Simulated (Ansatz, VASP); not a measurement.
# Fe in VASP and in Ansatz

```xyz
2
Lattice="0.0000 2.4378 2.4378 2.4378 0.0000 2.4378 2.4378 2.4378 0.0000" Properties=species:S:1:pos:R:3 pbc="T T T"
Fe    0.6094    0.6094    0.6094
Fe    4.2661    4.2661    4.2661
```

Alike in both runs: functional PBE; k mesh 11 × 11 × 11; occupations fermi-dirac, width 0.1 eV; no spin polarisation.

Ansatz relaxed the structure, and its values are those at the end. VASP's run is a single point on that final structure, the one shown.

|  | VASP | Ansatz |
| --- | --- | --- |
| version | VASP 6.6.1 | Ansatz 0.2.0 |
| potentials or method | VASP PAW PBE potentials, release 64 (Fe_sv), cutoff 690 eV | plane waves (420 eV) with PAW, scalar-relativistic |
| valence electrons in the cell | 32 | 32 |

Ansatz gave:

* pressure (GPa): 0.0

Problem. Which values does VASP return?

Solution. Pressure (GPa): -1.2.
